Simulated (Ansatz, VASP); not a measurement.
**Ag in VASP and in Ansatz**

File INCAR:

```
ALGO = Normal
EDIFF = 1E-6
ENCUT = 520
GGA = CA
ISIF = 2
ISMEAR = 1
LASPH = T
LCHARG = F
LREAL = F
LWAVE = F
NBANDS = 12
NELM = 100
PREC = Accurate
SIGMA = 1.0
```

File KPOINTS:

```
k-points
0
Gamma
  13 13 13
```

Contents of POSCAR:

```
Ag
1.0
    0.0000000000      1.9996579419      1.9996579419
    1.9996579419      0.0000000000      1.9996579419
    1.9996579419      1.9996579419      0.0000000000
Ag
1
Direct
    0.0000000000      0.0000000000      0.0000000000
```

Input for Ansatz:

```yaml
crystal:
  lattice:
    - [0.0, 1.9996579419, 1.9996579419]
    - [1.9996579419, 0.0, 1.9996579419]
    - [1.9996579419, 1.9996579419, 0.0]
  atoms:
    - { symbol: Ag, position: [0.0, 0.0, 0.0] }
hamiltonian:
  xc: lda
  pseudopotentials:
    kind: paw
    azcp:
      Ag: "pseudopotentials/Ag.paw.azcp"
basis:
  ecutwfc: 420
  fft_grid_basis: typed
kpoints:
  mp_grid: { grid: [13, 13, 13], shift: [0, 0, 0] }
magnetization:
  spin_polarized: false
scf:
  occupations: { method: methfessel_paxton, width: 1.0 }
  lower_state_search: "off"
output:
  stress: true
  write_density: true
  write_potential: true
  elf: true
  volumetric_format: npy
```

Alike in both runs: task single point; functional LDA; k mesh 13 × 13 × 13; occupations methfessel-paxton of order 1, width 1 eV; no spin polarisation.

|  | VASP | Ansatz |
| --- | --- | --- |
| version | VASP 6.6.1 | Ansatz 0.2.0 |
| potentials or method | VASP PAW LDA potentials, release 64 (Ag), cutoff 520 eV | plane waves (420 eV) with PAW, scalar-relativistic |
| valence electrons in the cell | 11 | 19 |

```tsv
	VASP	Ansatz	Ansatz less VASP
pressure (GPa)	0.3	0.1	-0.15
```

Ansatz warns that its potentials were made for another functional, while VASP's fit it. LDA's correlation is that of Perdew and Zunger in VASP and of Perdew and Wang (1992) in Ansatz. VASP's potentials hold 11 valence electrons a cell and Ansatz's 19, so a difference there can come from the potentials and not from the codes.
